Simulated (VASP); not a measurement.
Hf2H, 3 atoms in the cell. It takes space group F-43m (No. 216, cubic). The conventional cell has a = 6.459 Å, b = 6.459 Å, c = 6.459 Å, α = 90.00°, β = 90.00°, γ = 90.00°. Within 3.7 Å of Hf (site symmetry -43m) lie 4 Hf at 2.80 Å and 6 H at 3.23 Å. Within 3.7 Å of Hf (site symmetry -43m) lie 4 Hf at 2.80 Å and 4 H at 2.80 Å. Within 3.7 Å of H (site symmetry -43m) lie 10 Hf at 2.80 to 3.23 Å. 

* Program: VASP 6.6.1
* Task: single point
* Functional: PBE
* Potentials or basis: VASP PAW PBE potentials, release 64 (Hf_pv, H)
* Cutoff: 520 eV
* k mesh: 12 × 12 × 12
* Occupations: gaussian, width 0.1 eV
* Spin: no spin polarisation
* Dipole correction: no
* Further INCAR settings: ALGO = Normal; EDIFF = 1e-06; NBANDS = 18

Potentials or basis: VASP PAW PBE potentials, release 64 (Hf_pv, H).

The run is started by

```console
$ cat potpaw_PBE.64/Hf_pv/POTCAR potpaw_PBE.64/H/POTCAR > POTCAR
$ mpirun -np 1 vasp_std > vasp.out
```

Hardware: 1 thread of Intel(R) Xeon(R) Platinum 8488C (Sapphire Rapids), with other jobs on the host.

Task: Estimate the wall time of this run.

Result: It took 63 s on 1 thread of Intel(R) Xeon(R) Platinum 8488C (Sapphire Rapids), with other jobs on the host, peak memory 0.24 GiB. Counts: scf iterations 13, k points 72.
